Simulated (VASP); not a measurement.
Write the native input for VASP 6.6.1 that does the following.

```yaml
Task: single point
Functional: LDA
Potentials_or_basis: VASP PAW LDA potentials, release 64 (Na_pv)
Cutoff: 520 eV
k_mesh: 9 × 9 × 9
Occupations: fermi-dirac, width 0.025 eV
Spin: no spin polarisation
Dipole_correction: no
Further_INCAR_settings: ALGO = Fast; EDIFF = 1e-07; NBANDS = 10
```

The structure of Na lies in POSCAR:

```
Na
1.0
   -2.1410000000      2.1410000000      2.1410000000
    2.1410000000     -2.1410000000      2.1410000000
    2.1410000000      2.1410000000     -2.1410000000
Na
1
Direct
    0.0000000000      0.0000000000      0.0000000000
```

One way to write it, as run:

INCAR

```
PREC     = Accurate       # precision mode
ENCUT    = 520            # plane-wave cutoff, eV
EDIFF    = 1E-7           # SCF threshold, eV
ISMEAR   = -1             # smearing method
SIGMA    = 0.025          # smearing width, eV
LREAL    = F              # projectors in reciprocal space
LASPH    = T              # aspherical terms in the spheres
NELM     = 80             # most SCF steps
ALGO     = Fast           # electronic algorithm
ISIF     = 2              # what is computed and relaxed
LWAVE    = F              # write WAVECAR
LCHARG   = F              # write CHGCAR
GGA      = CA             # functional
NBANDS   = 10             # bands
```

KPOINTS

```
Automatic mesh
0
Gamma
  9 9 9
```

Potentials or basis: VASP PAW LDA potentials, release 64 (Na_pv).

The run is started by

```sh
$ cat potpaw_LDA.64/Na_pv/POTCAR > POTCAR
$ mpirun -np 1 vasp_std > vasp.out
```

Results of the run:

The pressure is -1.1 GPa.

Run time: 10 s on 1 thread of Intel(R) Xeon(R) Platinum 8259CL CPU @ 2.50GHz (Skylake/Cascade Lake), with other jobs on the host, peak memory 0.13 GiB.
